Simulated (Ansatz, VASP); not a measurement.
# KRbBr2: VASP beside Ansatz

```
K Rb Br
1.0
     2.50971    1.44898    7.82180
    -2.50971    1.44898    7.82180
     0.00000   -2.89796    7.82180
K Rb Br
1 1 2
Direct
  0.00000 0.00000 0.00000
  0.50000 0.50000 0.50000
  0.25382 0.25382 0.25382
  0.74618 0.74618 0.74618
```

Change from the starting cell: biaxial_xy strain +5.0%.

Alike in both runs: task single point; functional r2SCAN; k mesh 6 × 6 × 6; no spin polarisation.

|  | VASP | Ansatz |
| --- | --- | --- |
| version | VASP 6.6.1 | Ansatz 0.2.0 |
| potentials or method | VASP PAW PBE potentials, release 64 (K_sv, Rb_sv, Br) | plane waves, PAW |
| plane-wave cutoff (eV) | 520 | 500 |
| occupations | gaussian, width 0.01 eV | fixed |
| valence electrons in the cell | 32 | 32 |

|  | VASP | Ansatz | Ansatz less VASP |
| --- | --- | --- | --- |
| gap on the k mesh at the Fermi level (eV) | 4.65 | 4.65 | -0.001 |
| pressure (GPa) | -1.1 | -1.1 | 0.00 |
| traceless stress, the component that is largest in VASP (GPa) | 0.30 | 0.30 | 0.000 |

VASP's potentials were made for PBE, not for r2SCAN.
